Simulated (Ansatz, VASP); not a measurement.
## Cd2C: VASP beside Ansatz

File INCAR:

```
SYSTEM = Cd2C
PREC = Accurate ; ENCUT = 520
EDIFF = 1E-7 ; ISMEAR = 1
SIGMA = 0.15 ; LREAL = .False.
LASPH = .True. ; NELM = 60
ALGO = Normal ; ISIF = 2
LWAVE = .False. ; LCHARG = .True.
GGA = PE ; LELF = .True.
LVHAR = .True. ; NBANDS = 21
```

File KPOINTS:

```
Automatic mesh
0
Gamma
  10 10 10
  0 0 0
```

POSCAR

```
Cd2C
1.0
    0.0000000000      2.9436491030      2.9436491030
    2.9436491030      0.0000000000      2.9436491030
    2.9436491030      2.9436491030      0.0000000000
C Cd
1 2
Direct
    0.0000000000      0.0000000000      0.0000000000
    0.2500000000      0.2500000000      0.2500000000
    0.7500000000      0.7500000000      0.7500000000
```

Input for Ansatz:

```yaml
crystal:
  lattice:
    - [0.0, 2.943649103, 2.943649103]
    - [2.943649103, 0.0, 2.943649103]
    - [2.943649103, 2.943649103, 0.0]
  atoms:
    - { symbol: C, position: [0.0, 0.0, 0.0] }
    - { symbol: Cd, position: [0.25, 0.25, 0.25] }
    - { symbol: Cd, position: [0.75, 0.75, 0.75] }
kpoints:
  mp_grid: { grid: [10, 10, 10] }
scf:
  occupations: { method: cold, width: 0.15 }
hamiltonian:
  xc: pbe
  pseudopotentials: { kind: all_electron, lapw: { basis_error: 0.0005 } }
output:
  forces: true
  stress: true
  eigenvalues: true
```

Alike in both runs: task single point; functional PBE; k mesh 10 × 10 × 10; no spin polarisation.

|  | VASP | Ansatz |
| --- | --- | --- |
| version | VASP 6.6.1 | Ansatz 0.2.0 |
| potentials or method | VASP PAW PBE potentials, release 64 (C, Cd), cutoff 520 eV | all-electron LAPW, scalar-relativistic |
| occupations | methfessel-paxton of order 1, width 0.15 eV | cold, width 0.15 eV |

```csv
,VASP,Ansatz,Ansatz less VASP
pressure (GPa),0.7,0.0,-0.69
```

Ansatz ran all-electron here, and VASP with PAW potentials.
